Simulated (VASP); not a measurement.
**Cd3Cl2: single point with PBE**

Crystal: Cd3Cl2.

```
Cd Cl
1.0
     4.09418    2.36377    5.11570
    -4.09418    2.36377    5.11570
     0.00000   -4.72755    5.11570
Cd Cl
6 4
Direct
  0.06116 0.43884 0.75000
  0.75000 0.06116 0.43884
  0.43884 0.75000 0.06116
  0.93884 0.56116 0.25000
  0.25000 0.93884 0.56116
  0.56116 0.25000 0.93884
  0.87034 0.87034 0.87034
  0.62966 0.62966 0.62966
  0.12966 0.12966 0.12966
  0.37034 0.37034 0.37034
```

- Program: VASP 6.6.1
- Task: single point
- Functional: PBE
- Potentials or basis: VASP PAW PBE potentials, release 64 (Cd, Cl)
- Cutoff: 520 eV
- k mesh: 6 × 6 × 6
- Occupations: gaussian, width 0.1 eV
- Spin: no spin polarisation

```yaml
Pressure: 0.1 GPa
Largest_force: 0.004 eV/Å
Band_gap_on_the_k_mesh: zero (bands 50 and 51 overlap by 0.33 eV)
```

Forces on the atoms (eV/Å):
```
Cd  -0.004  0.000  0.000
Cd   0.002 -0.004  0.000
Cd   0.002  0.004  0.000
Cd   0.004  0.000  0.000
Cd  -0.002  0.004  0.000
Cd  -0.002 -0.004  0.000
Cl   0.000  0.000 -0.004
Cl   0.000  0.000  0.004
Cl   0.000  0.000  0.004
Cl   0.000  0.000 -0.004
```

Levels at points of the mesh, in eV from the Fermi level:
```csv
k point,band 46,band 47,band 48,band 49,band 50,band 51,band 52,band 53,band 54,band 55
"(0.00, 0.00, 0.00)",-3.53,-3.05,-0.50,-0.50,0.30,0.30,1.60,1.60,1.75,2.56
"(0.50, 0.00, 0.00)",-3.34,-1.44,-1.44,-0.17,-0.17,0.18,0.18,1.63,1.63,2.26
"(0.50, 0.50, 0.00)",-3.13,-1.32,-1.14,-1.01,-0.89,0.36,0.59,1.69,2.10,2.69
"(0.50, 0.50, 0.50)",-3.30,-1.39,-1.39,0.01,0.01,0.01,0.01,2.71,2.71,2.85
```

Wall time 6.3 min on 1 thread of Intel(R) Xeon(R) 6975P-C (Granite Rapids), on a shared host, peak memory 0.63 GiB.
